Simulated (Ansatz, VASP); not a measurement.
**One calculation of BaTiO3, two programs**

```
CELL_PARAMETERS angstrom
-3.80268 -0.05658 -0.02182
-0.02191 -0.03168 -4.13033
-0.11316 -7.97351 -0.06307
ATOMIC_POSITIONS crystal
Ba 0.04486 0.90917 0.49511
Ba 0.00815 0.92181 0.02441
Ti 0.45719 0.52057 0.20539
Ti 0.50232 0.47064 0.76225
O 0.48144 0.03993 0.24039
O 0.45629 0.07298 0.69357
O 0.53803 0.54059 0.44980
O 0.52906 0.55800 0.03050
O 0.98202 0.45740 0.26038
O 0.00064 0.50892 0.83819
```

Alike in both runs: task single point; functional PBE; k mesh 4 × 4 × 2; occupations fermi-dirac, width 0.05 eV; no spin polarisation.

|  | VASP | Ansatz |
| --- | --- | --- |
| version | VASP 6.6.1 | Ansatz 0.2.0 |
| potentials or method | VASP PAW PBE potentials, release 64 (Ba_sv, Ti_sv, O) | Ansatz PAW |
| plane-wave cutoff (eV) | 600 | 420 |
| valence electrons in the cell | 80 | 80 |

Ansatz gave:

| Property | Result |
| --- | --- |
| gap on the k mesh at the Fermi level (eV) | 0.29 |
| least direct gap on the mesh (eV) | 0.45 |
| rms of the force components (eV/Å) | 6.840 |

Estimate VASP's values.

gap on the k mesh at the Fermi level (eV): 0.29; least direct gap on the mesh (eV): 0.46; rms of the force components (eV/Å): 7.447.

Atom by atom the forces differ by 0.630 eV/Å (rms over components). With one functional, cell and mesh, what is left measures potentials, basis and numerics.

Neither program's run includes spin-orbit coupling.
